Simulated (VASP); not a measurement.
# Re (Pm-3m) in VASP: single point with PBEsol

Aim: the single point of Re with PBEsol.

Program: VASP 6.6.1. These are calculated values, not measurements. Logs are shortened: lines on timing, memory, paths and dates and some standing lists are left out, and cuts for length are marked.

## Step 1: The cell of the first run

The structure is cubic, space group Pm-3m (No. 221). The conventional cell has a = 2.552 Å, b = 2.552 Å, c = 2.552 Å, α = 90.00°, β = 90.00°, γ = 90.00°. Within 3.4 Å of Re (site symmetry m-3m) lie 6 Re at 2.55 Å.

## Step 2: Single point, PBEsol

INCAR

```
PREC = Accurate ; ENCUT = 520
EDIFF = 1E-6 ; ISMEAR = -1
SIGMA = 0.13605693000000002 ; LREAL = False
LASPH = True ; NELM = 80
ALGO = Normal ; ISIF = 2
LWAVE = False ; LCHARG = False
GGA = PS ; NBANDS = 10
```

KPOINTS

```
Automatic mesh
0
Gamma
  13 13 13
```

POSCAR

```
Re
1.0
    2.5520808339      0.0000000000      0.0000000000
    0.0000000000      2.5520808339      0.0000000000
    0.0000000000      0.0000000000      2.5520808339
Re
1
Direct
    0.0000000000      0.0000000000      0.0000000000
```

Potentials or basis: VASP PAW PBE potentials, release 64 (Re).

Run with:

```bash
cat potpaw_PBE.64/Re/POTCAR > POTCAR
mpirun -np 1 vasp_std > vasp.out
```

OUTCAR:

```text
PREC = Accurate
   ENCUT = 520
   EDIFF = 1E-6
   ISMEAR = -1
   LREAL = False
   LASPH = True
   NELM = 80
   ISIF = 2
   GGA = PS

 ion  position               nearest neighbor table
   1  0.000  0.000  0.000-

  LATTYP: Found a simple cubic cell.
 ALAT       =     2.5520808339

  Lattice vectors:

 A1 = (   2.5520808339,   0.0000000000,   0.0000000000)
 A2 = (   0.0000000000,   2.5520808339,   0.0000000000)
 A3 = (   0.0000000000,   0.0000000000,   2.5520808339)

Analysis of symmetry for initial positions (statically):
=====================================================================
 Subroutine PRICEL returns:
 Original cell was already a primitive cell.

 Routine SETGRP: Setting up the symmetry group for a
 simple cubic supercell.

 Subroutine GETGRP returns: Found 48 space group operations
 (whereof 48 operations were pure point group operations)
 out of a pool of 48 trial point group operations.

The static configuration has the point symmetry O_h .

Analysis of symmetry for dynamics (positions and initial velocities):
=====================================================================
 Subroutine PRICEL returns:
 Original cell was already a primitive cell.

 Routine SETGRP: Setting up the symmetry group for a
 simple cubic supercell.

 Subroutine GETGRP returns: Found 48 space group operations
 (whereof 48 operations were pure point group operations)
 out of a pool of 48 trial point group operations.

The dynamic configuration has the point symmetry O_h .

 Subroutine INISYM returns: Found 48 space group operations
 (whereof 48 operations are pure point group operations),
 and found     1 'primitive' translations

----------------------------------------------------------------------------------------

                                     Primitive cell

  volume of cell :      16.6220

  direct lattice vectors                    reciprocal lattice vectors
     2.552080834  0.000000000  0.000000000     0.391837118  0.000000000  0.000000000
     0.000000000  2.552080834  0.000000000     0.000000000  0.391837118  0.000000000
     0.000000000  0.000000000  2.552080834     0.000000000  0.000000000  0.391837118

  length of vectors
     2.552080834  2.552080834  2.552080834     0.391837118  0.391837118  0.391837118

  position of ions in fractional coordinates (direct lattice)
     0.000000000  0.000000000  0.000000000

  ion indices of the primitive-cell ions
   primitive index   ion index
                 1           1

----------------------------------------------------------------------------------------

 KPOINTS: Automatic mesh

Automatic generation of k-mesh.
 Grid dimensions read from file:
 generate k-points for:   13   13   13

 Generating k-lattice:

  Cartesian coordinates                     Fractional coordinates (reciprocal lattice)
     0.030141317  0.000000000  0.000000000     0.076923077  0.000000000  0.000000000
     0.000000000  0.030141317  0.000000000     0.000000000  0.076923077  0.000000000
     0.000000000  0.000000000  0.030141317     0.000000000  0.000000000  0.076923077

  Length of vectors
     0.030141317  0.030141317  0.030141317

  Shift w.r.t. Gamma in fractional coordinates (k-lattice)
     0.000000000  0.000000000  0.000000000

 Subroutine IBZKPT returns following result:
 ===========================================

 Found     84 irreducible k-points:

 Following reciprocal coordinates:
            Coordinates               Weight
  0.000000  0.000000  0.000000      1.000000
  0.076923  0.000000  0.000000      6.000000
  0.153846  0.000000  0.000000      6.000000
  0.230769  0.000000  0.000000      6.000000
  0.307692  0.000000  0.000000      6.000000
  0.384615  0.000000  0.000000      6.000000
[... 16 lines left out ...]
  0.307692  0.307692  0.000000     12.000000
  0.384615  0.307692  0.000000     24.000000
 [... further k-points ...]
   k-points           NKPTS =     84   k-points in BZ     NKDIM =     84   number of bands    NBANDS=     10
   number of dos      NEDOS =    301   number of ions     NIONS =      1
   total plane-waves  NPLWV =   8000
   dimension x,y,z NGX =    20 NGY =   20 NGZ =   20
   dimension x,y,z NGXF=    40 NGYF=   40 NGZF=   40
   ions per type =               1
   NGX,Y,Z   is equivalent  to a cutoff of  13.03, 13.03, 13.03 a.u.
   NGXF,Y,Z  is equivalent  to a cutoff of  26.06, 26.06, 26.06 a.u.
 SYSTEM =  unknown system
   PREC   = accura    normal or accurate (medium, high low for compatibility)
   ISTART =      0    job   : 0-new  1-cont  2-samecut
   ICHARG =      2    charge: 1-file 2-atom 10-const
   ISPIN  =      1    spin polarized calculation?
   LNONCOLLINEAR =      F non collinear calculations
   LSORBIT =      F    spin-orbit coupling
   LASPH  =      T    aspherical Exc in radial PAW
   ENCUT  =  520.0 eV  38.22 Ry    6.18 a.u.   4.75  4.75  4.75*2*pi/ulx,y,z
   NELM   =     80;   NELMIN=  2; NELMDL= -5     # of ELM steps
   EDIFF  = 0.1E-05   stopping-criterion for ELM
   LREAL  =      F    real-space projection
   EDIFFG = 0.1E-04   stopping-criterion for IOM
   NSW    =      0    number of steps for IOM
   IBRION =     -1    ionic relax: 0-MD 1-quasi-New 2-CG
   NFREE  =      0    steps in history (QN), initial steepest desc. (CG)
   ISIF   =      2    stress and relaxation
   ISYM   =      2    0-nonsym 1-usesym 2-fastsym
   POTIM  = 0.5000    time-step for ionic-motion
   TEBEG  =    0.0;   TEEND  =   0.0 temperature during run
   PSTRESS=    0.0 pullay stress
   NELECT =       7.0000    total number of electrons
   NUPDOWN=      -1.0000    fix difference up-down
   EMIN   =  10.00;   EMAX   =-10.00  energy-range for DOS
   EFERMI =   0.00;   METHOD = LEGACY
   ISMEAR =    -1;   SIGMA  =   0.14  broadening in eV -4-tet -1-fermi 0-gaus
   EFERMI_NEDOS =   21; number of points for ismear=-14 and -15
   IALGO  =     38    algorithm
   IMIX   =      4    mixing-type and parameters
     AMIX     =   0.40;   BMIX     =  1.00
     AMIX_MAG =   1.60;   BMIX_MAG =  1.00
  volume/ion in A,a.u.               =      16.62       112.17
  Fermi-wavevector in a.u.,A,eV,Ry     =   1.227099  2.318882 20.487285  1.505773
  Thomas-Fermi vector in A             =   2.362075
   LORBIT       =      0    0 simple, 1 ext, 2 COOP (PROOUT), +10 PAW based schemes
   GGA     = PS    functional components
   LHFCALC =     F    Hartree Fock is set to
   AEXX    =    0.0000 exact exchange contribution
   IVDW    =     0    specifies the selected vdW correction
   LEPSILON=     F    determine dielectric tensor
   LRPA    =     F    only Hartree local field effects (RPA)
 non-spin polarized calculation
  energy-cutoff  :      520.00
  volume of cell :       16.62
 maximum number of plane-waves:       461
 NGX is ok and might be reduce to    20
   NGX =  9   NGY =  9   NGZ =  9

 number of electron       6.9999999 magnetization

 Free energy of the ion-electron system (eV)
  ---------------------------------------------------
  ext. energy  EPLUGINS =         0.00000000
  ---------------------------------------------------
  free energy    TOTEN  =       -11.96729471 eV

  energy without entropy =      -11.89733684  energy(sigma->0) =      -11.93231577

 E-fermi :   6.8062     XC(G=0): -13.0113

 val. band max:        6.8005983242   @ k =   0.4615   0.3077   0.0000
 cond. band min:       6.8441433588   @ k =   0.3846   0.3846   0.0769
 fundamental gap:      0.0435450347
 Fermi energy:         6.8061993596

 k-point     1 :       0.0000    0.0000    0.0000
  band No.  band energies     occupation
      1      -2.6058      2.00000
      2       1.2897      2.00000
      3       1.2897      2.00000
      4      10.4690      0.00000
      5      10.4690      0.00000
      6      10.4690      0.00000
      7      22.3707      0.00000
      8      22.3707      0.00000
      9      22.3707      0.00000
     10      28.4747      0.00000

 k-point     2 :       0.0769    0.0000    0.0000
  band No.  band energies     occupation
      1      -2.4053      2.00000
      2       1.3394      2.00000
      3       1.5065      2.00000
      4      10.1653      0.00000
      5      10.1653      0.00000
      6      10.4911      0.00000
      7      21.2671      0.00000
      8      22.7947      0.00000
      9      22.7947      0.00000
     10      29.2967      0.00000

 k-point     3 :       0.1538    0.0000    0.0000
  band No.  band energies     occupation
      1      -1.8630      2.00000
      2       1.4800      2.00000
      3       2.1552      2.00000
      4       9.4112      0.00000
      5       9.4112      0.00000
      6      10.5528      0.00000
      7      19.2247      0.00000
      8      23.8926      0.00000
      9      23.8926      0.00000
     10      27.6401      0.00000

 k-point     4 :       0.2308    0.0000    0.0000
  band No.  band energies     occupation
      1      -1.1210      2.00000
      2       1.6862      2.00000
      3       3.1812      2.00000
      4       8.5025      0.00001
      5       8.5025      0.00001
      6      10.6410      0.00000
      7      17.3021      0.00000
      8      25.3281      0.00000
      9      25.3281      0.00000
     10      25.5624      0.00000
[... 222 lines left out ...]
 k-point    22 :       0.4615    0.2308    0.0000
  band No.  band energies     occupation
      1       1.9008      2.00000
      2       2.3867      2.00000
      3       4.7542      2.00000
      4       7.0451      0.29468
      5       9.1293      0.00000
      6       9.4813      0.00000
      7      15.4401      0.00000
      8      23.3673      0.00000
      9      24.2785      0.00000
     10      26.4349      0.00000

 k-point    23 :       0.3077    0.3077    0.0000
  band No.  band energies     occupation
      1       1.2852      2.00000
      2       2.5307      2.00000
      3       6.3077      1.95003
      4       7.0786      0.23790
      5       7.9756      0.00037
      6       8.2946      0.00004
      7      17.4843      0.00000
      8      20.1213      0.00000
      9      25.5506      0.00000
     10      31.0946      0.00000

 k-point    24 :       0.3846    0.3077    0.0000
  band No.  band energies     occupation
      1       1.4101      2.00000
      2       2.3365      2.00000
      3       6.7176      1.31462
      4       7.5252      0.01009
      5       8.2917      0.00004
      6       8.7126      0.00000
      7      16.3042      0.00000
      8      20.8357      0.00000
      9      24.8121      0.00000
     10      28.9644      0.00000

 [... further k-points ...]
[... 5 lines left out ...]
  --------------------------------------------------------------------------------------
  -------------------------------------------------------------------------------------
  Total        0.0054102      0.0054102      0.0054102      0.0000000      0.0000000      0.0000000
  in kB        0.5214792      0.5214792      0.5214792      0.0000000      0.0000000      0.0000000
  external PRESSURE =       0.5214792 kB  Pullay stress =       0.0000000 kB

 VOLUME and BASIS-vectors are now :
 -----------------------------------------------------------------------------
  energy-cutoff  :      520.00
  volume of cell :       16.62
      direct lattice vectors                 reciprocal lattice vectors
     2.552080834  0.000000000  0.000000000     0.391837118  0.000000000  0.000000000
     0.000000000  2.552080834  0.000000000     0.000000000  0.391837118  0.000000000
     0.000000000  0.000000000  2.552080834     0.000000000  0.000000000  0.391837118

 POSITION                                       TOTAL-FORCE (eV/Angst)
 -----------------------------------------------------------------------------------
      0.00000      0.00000      0.00000         0.000000      0.000000      0.000000
 -----------------------------------------------------------------------------------
    total drift:                                0.000000      0.000000      0.000000

  FREE ENERGIE OF THE ION-ELECTRON SYSTEM (eV)
  ---------------------------------------------------
  free  energy   TOTEN  =       -11.9672947127 eV

  energy  without entropy=      -11.8973368365  energy(sigma->0) =      -11.93231577
```

Wall time 4.9 s (1 thread of Intel Xeon 6975P-C (Granite Rapids), shared host); peak memory 0.13 GiB.

What came out:

```
Free energy : -11.9673 eV
Pressure    : 0.1 GPa
```

Caveat: the PAW data sets were made with another functional, which shifts forces and pressure a little; spin-orbit coupling is left out, which moves the levels of the heavy elements.
